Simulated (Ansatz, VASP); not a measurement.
## Mo2As2C3: VASP beside Ansatz

```
As Mo C
1.0
     0.00000    3.19682    0.00000
     5.65096   -1.59841    0.00000
     2.15095    0.00000   -5.04038
As Mo C
2 2 3
Direct
  0.39147 0.78294 0.81937
  0.60853 0.21706 0.18063
  0.15766 0.31532 0.67410
  0.84234 0.68468 0.32590
  0.25120 0.50240 0.26800
  0.74880 0.49760 0.73200
  0.00000 0.00000 0.00000
```

Alike in both runs: task single point; functional PBEsol; k mesh 8 × 8 × 5; no spin polarisation.

```csv
,VASP,Ansatz
version,VASP 6.6.1,Ansatz 0.2.0
potentials or method,"VASP PAW PBE potentials, release 64 (As, Mo_sv, C), cutoff 520 eV",PAW plane waves
occupations,"methfessel-paxton of order 1, width 0.0506 eV","cold, width 0.0506 eV"
valence electrons in the cell,50,70
```

```csv
,VASP,Ansatz,Ansatz less VASP
gap on the k mesh at the Fermi level (eV),none,none,-
pressure (GPa),8.6,8.3,-0.36
"traceless stress, the component that is largest in VASP (GPa)",6.97,6.91,-0.070
rms of the force components (eV/Å),0.582,0.575,-0.0075
```

VASP's potentials were made for PBE, not for PBEsol. Atom by atom the forces differ by 0.014 eV/Å (rms over components). A gap of «none» marks a metal or a gap that the smearing closes. VASP's potentials hold 50 valence electrons a cell and Ansatz's 70, so a difference there can come from the potentials and not from the codes.
